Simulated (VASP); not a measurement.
A run of VASP 6.6.1 is set up as follows.

Contents of INCAR:

```
SYSTEM = HfO2
PREC = Accurate ; ENCUT = 520
EDIFF = 1E-6 ; ISMEAR = 0
SIGMA = 0.01 ; LREAL = .False.
LASPH = .True. ; NELM = 60
ALGO = Normal ; ISIF = 2
LWAVE = .False. ; LCHARG = .True.
GGA = PS ; LELF = .True.
LVHAR = .True. ; NBANDS = 56
```

The input KPOINTS:

```
regular mesh
0
Gamma
  3 3 3
  0 0 0
```

POSCAR

```
HfO2
1.0
    5.2278040000      0.0000000000      0.0000000000
    0.0000000000      5.0172570000      0.0000000000
    0.0000000000      0.0000000000      5.0414330000
Hf O
4 8
Direct
    0.9798171469      0.7592907838      0.7453045592
    0.0201828531      0.2407092162      0.2453046584
    0.4798171469      0.2407092162      0.7453045592
    0.5201828531      0.7592907838      0.2453046584
    0.7126898790      1.0227387196      1.0019478589
    0.2873101210     -0.0227387196      0.5019477597
    0.2126898790     -0.0227387196      1.0019478589
    0.7873101210      1.0227387196      0.5019477597
    0.8329682980      0.5379226139      0.0557474432
    0.1670317020      0.4620773861      0.5557475424
    0.3329682980      0.4620773861      0.0557474432
    0.6670317020      0.5379226139      0.5557475424
```

Potentials or basis: VASP PAW PBE potentials, release 64 (Hf_pv, O).

Launch:

```sh
$ cat potpaw_PBE.64/Hf_pv/POTCAR potpaw_PBE.64/O/POTCAR > POTCAR
$ mpirun -np 1 vasp_std > vasp.out
```

Problem. Estimate the band gap on the k mesh.

Solution. 4.52 eV (least direct gap 4.65 eV).

Problem. What does it give for the largest force?

Solution. 0.180 eV/Å.

Problem. Predict the pressure.

Solution. -0.9 GPa.

Forces on the atoms (eV/Å):
```
Hf  -0.082  0.017 -0.030
Hf   0.082 -0.017 -0.030
Hf  -0.082 -0.017 -0.030
Hf   0.082  0.017 -0.030
O    0.022  0.029 -0.065
O   -0.022 -0.029 -0.065
O    0.022 -0.029 -0.065
O   -0.022  0.029 -0.065
O    0.111  0.105  0.095
O   -0.111 -0.105  0.095
O    0.111 -0.105  0.095
O   -0.111  0.105  0.095
```

Caveat: the PAW data sets were made with another functional, which shifts forces and pressure a little; spin-orbit coupling is left out, which moves the levels of the heavy elements; an odd mesh through Γ misses points on the zone boundary, where band edges can lie.
